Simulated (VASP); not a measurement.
Set up this calculation in VASP 6.6.1, as the native input.

```yaml
Task: single point
Functional: r2SCAN
Potentials_or_basis: VASP PAW PBE potentials, release 64 (Hf_pv, N)
Cutoff: 520 eV
k_mesh: 4 × 4 × 6
Occupations: gaussian, width 0.4 eV
Spin: no spin polarisation
Dipole_correction: no
Further_INCAR_settings: ALGO = Normal; EDIFF = 1e-07; NBANDS = 34
```

Hf2N:

```xyz
6
Lattice="5.3131 0.0000 0.0000 0.0000 5.3131 0.0000 0.0000 0.0000 3.2421" Properties=species:S:1:pos:R:3 pbc="T T T"
Hf    1.5702    1.5702    0.0000
Hf    3.7429    3.7429    0.0000
Hf    4.2268    1.0863    1.6210
Hf    1.0863    4.2268    1.6210
N     0.0000    0.0000    0.0000
N     2.6566    2.6566    1.6210
```

The input as run:

POSCAR

```
Hf2N
1.0
    5.3131240200      0.0000000000      0.0000000000
    0.0000000000      5.3131240200      0.0000000000
    0.0000000000      0.0000000000      3.2420983900
Hf N
4 2
Direct
    0.2955363700      0.2955363700      0.0000000000
    0.7044636300      0.7044636300      0.0000000000
    0.7955363700      0.2044636300      0.5000000000
    0.2044636300      0.7955363700      0.5000000000
    0.0000000000      0.0000000000      0.0000000000
    0.5000000000      0.5000000000      0.5000000000
```

INCAR.step1

```
SYSTEM = Hf2N
PREC = Accurate
ENCUT = 520
ISMEAR = 0
SIGMA = 0.4
LREAL = .False.
LASPH = .True.
NELM = 100
NBANDS = 34
GGA = PE
ALGO = Normal
EDIFF = 1E-4
LWAVE = .True.
LCHARG = .False.
```

INCAR.step2

```
SYSTEM = Hf2N
PREC = Accurate
ENCUT = 520
EDIFF = 1E-7
ISMEAR = 0
SIGMA = 0.4
LREAL = .False.
LASPH = .True.
NELM = 100
ALGO = Normal
ISIF = 2
LWAVE = .False.
LCHARG = .True.
METAGGA = R2SCAN
LMIXTAU = .True.
LELF = .True.
LVHAR = .True.
NBANDS = 34
ISTART = 1
```

KPOINTS

```
Automatic mesh
0
Gamma
  4 4 6
  0 0 0
```

Potentials or basis: VASP PAW PBE potentials, release 64 (Hf_pv, N).

Command:

```console
$ cat potpaw_PBE.64/Hf_pv/POTCAR potpaw_PBE.64/N/POTCAR > POTCAR
$ cp INCAR.step1 INCAR
$ mpirun -np 1 vasp_std > vasp.out
$ cp INCAR.step2 INCAR
$ mpirun -np 1 vasp_std > vasp.out
```

Results of the run:

```
Pressure               : 0.1 GPa
Largest force          : 0.018 eV/Å
Band gap on the k mesh : zero (bands 25 and 26 overlap by 2.78 eV)
```

Caveat: so wide a smearing shifts energies and pressures; the PAW data sets were made with another functional, which shifts forces and pressure a little; spin-orbit coupling is left out, which moves the levels of the heavy elements.

It took 2.1 min on 1 thread of Intel(R) Xeon(R) 6975P-C (Granite Rapids) (shared host), peak memory 0.23 GiB.
